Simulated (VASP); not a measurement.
Set up this calculation in VASP 6.6.1, as the native input.

```yaml
Task: relaxation of cell and atoms
Functional: PBE
Potentials_or_basis: VASP PAW PBE potentials, release 64 (Na_pv, Ga_d)
Cutoff: 600 eV
k_mesh: 12 × 12 × 12
Occupations: gaussian, width 0.1 eV
Spin: no spin polarisation
Dipole_correction: no
Further_INCAR_settings: ALGO = Fast; EDIFF = 1e-06; IBRION = 2; EDIFFG = -0.01; NSW = 100; ISIF = 3
```

The structure of NaGa2 lies in POSCAR:

```
NaGa2
1.0
    4.3583126171      0.0000000000      0.0000000000
   -2.1791563085      3.7744094440      0.0000000000
    0.0000000000      0.0000000000      4.1730460696
Na Ga
1 2
Direct
    0.0000000000      0.0000000000      0.0000000000
    0.3333333333      0.6666666667      0.5000000000
    0.6666666667      0.3333333333      0.5000000000
```

One way to write it, as run:

INCAR

```
SYSTEM = NaGa2
PREC = Accurate
ENCUT = 600
EDIFF = 1E-6
ISMEAR = 0
SIGMA = 0.1
LREAL = .False.
LASPH = .True.
NELM = 60
ALGO = Fast
ISIF = 3
LWAVE = .False.
LCHARG = .False.
GGA = PE
IBRION = 2
NSW = 100
EDIFFG = -0.01
```

KPOINTS

```
regular mesh
0
Gamma
  12 12 12
  0 0 0
```

Potentials or basis: VASP PAW PBE potentials, release 64 (Na_pv, Ga_d).

Run with:

```bash
$ cat potpaw_PBE.64/Na_pv/POTCAR potpaw_PBE.64/Ga_d/POTCAR > POTCAR
$ mpirun -np 1 vasp_std > vasp.out
```

Results of the run:

```json
{
  "Relaxed volume": "21.22 Å³/atom",
  "Relaxed cell": "a = 4.527 Å, b = 4.527 Å, c = 3.586 Å, α = 90.00°, β = 90.00°, γ = 120.00°",
  "Space group after relaxing (to 0.1 Å)": "P6/mmm (No. 191)",
  "Energy gained by relaxing": "18.1 meV/atom",
  "Ionic steps": "10",
  "Pressure after relaxing": "0.0 GPa",
  "Band gap on the k mesh": "zero (an odd number of electrons rules out a gap without spin polarisation)"
}
```

Run time: 10 min on 1 thread of Intel(R) Xeon(R) 6975P-C (Granite Rapids) (shared host), peak memory 0.35 GiB.
